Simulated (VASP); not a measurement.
SbSe:

```xyz
2
Lattice="0.0000 2.4966 2.4966 2.4966 0.0000 2.4966 2.4966 2.4966 0.0000" Properties=species:S:1:pos:R:3 pbc="T T T"
Sb    0.0000    0.0000    0.0000
Se    2.4966    2.4966    2.4966
```

- Program: VASP 6.6.1
- Task: relaxation of cell and atoms
- Functional: PBE
- Potentials or basis: VASP PAW PBE potentials, release 64 (Sb, Se)
- Cutoff: 600 eV
- k mesh: 8 × 8 × 8
- Occupations: gaussian, width 0.1 eV
- Spin: no spin polarisation

At the start: pressure 105.2 GPa; volume 15.56 Å³/atom.

Q: How do energy, volume and symmetry change on relaxing?

A: Over 5 steps the energy falls by 2317.4 meV/atom and the volume is 26.97 Å³/atom (+73.3 %); space group Fm-3m (No. 225, to 0.05 Å).

Step by step:
```csv
step,energy change (eV),largest force (eV/Å),pressure (GPa),volume (Å³)
1,0.0000,0.0000,105.16,31.12
2,-2.2034,0.0000,-8.31,103.52
3,-4.6168,0.0000,-2.29,56.41
4,-4.6297,0.0000,-1.27,55.27
5,-4.6348,0.0000,0.05,53.95
```

Final structure:
```
Sb Se
1.0
     0.00000    2.99901    2.99901
     2.99901    0.00000    2.99901
     2.99901    2.99901    0.00000
Sb Se
1 1
Cartesian
  0.0000 0.0000 0.0000
  2.9990 2.9990 2.9990
```

Caveat: the volume moved by over 15 % at a fixed basis, so the end points are rough.
